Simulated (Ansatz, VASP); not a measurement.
BaS: VASP beside Ansatz

```xyz
2
Lattice="0.0000 3.2118 3.2118 3.2118 0.0000 3.2118 3.2118 3.2118 0.0000" Properties=species:S:1:pos:R:3 pbc="T T T"
Ba    0.0000    0.0000    0.0000
S     3.2118    3.2118    3.2118
```

Alike in both runs: task single point; functional HSE06; k mesh 6 × 6 × 6; no spin polarisation.

|  | VASP | Ansatz |
| --- | --- | --- |
| version | VASP 6.6.1 | Ansatz 0.2.0 |
| potentials or method | VASP PAW PBE potentials, release 64 (Ba_sv, S) | plane waves, PAW |
| plane-wave cutoff (eV) | 520 | 420 |
| occupations | gaussian, width 0.01 eV | fixed |
| valence electrons in the cell | 16 | 16 |

|  | VASP | Ansatz | Ansatz less VASP |
| --- | --- | --- | --- |
| gap on the k mesh at the Fermi level (eV) | 3.05 | 3.14 | +0.090 |
| pressure (GPa) | 0.2 | -0.3 | -0.50 |

Ansatz's warnings: stress exchange threshold loose, stress scf threshold loose.

Neither program's run includes spin-orbit coupling.
